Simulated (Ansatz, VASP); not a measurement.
Ge5I3: VASP beside Ansatz

```
CELL_PARAMETERS angstrom
5.79574 0.00000 0.00000
-2.89787 5.01926 0.00000
0.00000 0.00000 9.79504
ATOMIC_POSITIONS crystal
Ge 0.50000 0.00000 0.50000
Ge 0.00000 0.50000 0.50000
Ge 0.50000 0.50000 0.50000
Ge 0.00000 0.00000 0.70079
Ge 0.00000 0.00000 0.29921
I 0.50000 0.00000 0.00000
I 0.00000 0.50000 0.00000
I 0.50000 0.50000 0.00000
```

Alike in both runs: task relaxation of cell and atoms; functional PBE; k mesh 3 × 3 × 2; occupations gaussian, width 0.1 eV; no spin polarisation.

```csv
,VASP,Ansatz
version,VASP 6.6.1,Ansatz 0.2.0
potentials or method,"VASP PAW PBE potentials, release 64 (Ge_d, I), cutoff 600 eV","scalar-relativistic, plane waves, PAW"
valence electrons in the cell,91,121
```

```tsv
	VASP	Ansatz	Ansatz less VASP
gap on the k mesh at the Fermi level, each at its own relaxed structure (eV)	none	none	-
relaxed volume (Å³/atom)	28.20	28.15	-0.045
relaxed length of the cell vector where the two differ most in proportion (Å)	6.613	6.638	+0.0256
```

A gap of «none» marks a metal or a gap that the smearing closes. VASP's potentials hold 91 valence electrons a cell and Ansatz's 121, so a difference there can come from the potentials and not from the codes.

The k mesh is coarse, so the values compare programs but aren't converged. Neither program's run includes spin-orbit coupling. Noted on VASP's run: the volume moved by over 15 % at a fixed basis, so the end points are rough.
